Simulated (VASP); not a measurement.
Input of a VASP 6.6.1 run:

Contents of INCAR:

```
  ALGO = Normal
  EDIFF = 1E-8
  ENCUT = 520
  GGA = PE
  ISIF = 2
  ISMEAR = -1
  LASPH = T
  LCHARG = F
  LEFG = T
  LREAL = F
  LWAVE = F
  NBANDS = 16
  NELM = 100
  PREC = Accurate
  SIGMA = 0.05
```

File KPOINTS:

```
k-points
0
Gamma
  11 11 11
```

POSCAR

```
BiB
1.0
    0.0000000000      2.7434504157      2.7434504157
    2.7434504157      0.0000000000      2.7434504157
    2.7434504157      2.7434504157      0.0000000000
B Bi
1 1
Direct
    0.0000000000      0.0000000000      0.0000000000
    0.2500000000      0.2500000000      0.2500000000
```

Potentials or basis: VASP PAW PBE potentials, release 64 (B, Bi_d).

Launch:

```bash
$ cat potpaw_PBE.64/B/POTCAR potpaw_PBE.64/Bi_d/POTCAR > POTCAR
$ mpirun -np 1 vasp_std > vasp.out
```

Problem. Estimate the pressure.

Solution. 1.4 GPa.

Problem. Estimate the band gap on the k mesh.

Solution. 0.29 eV, direct.

Caveat: without QUAD_EFG the Cq values of the log hold for a quadrupole moment of 1 mb, not for the nuclei; spin-orbit coupling is left out, which moves the levels of the heavy elements. A k mesh can miss the band edges.
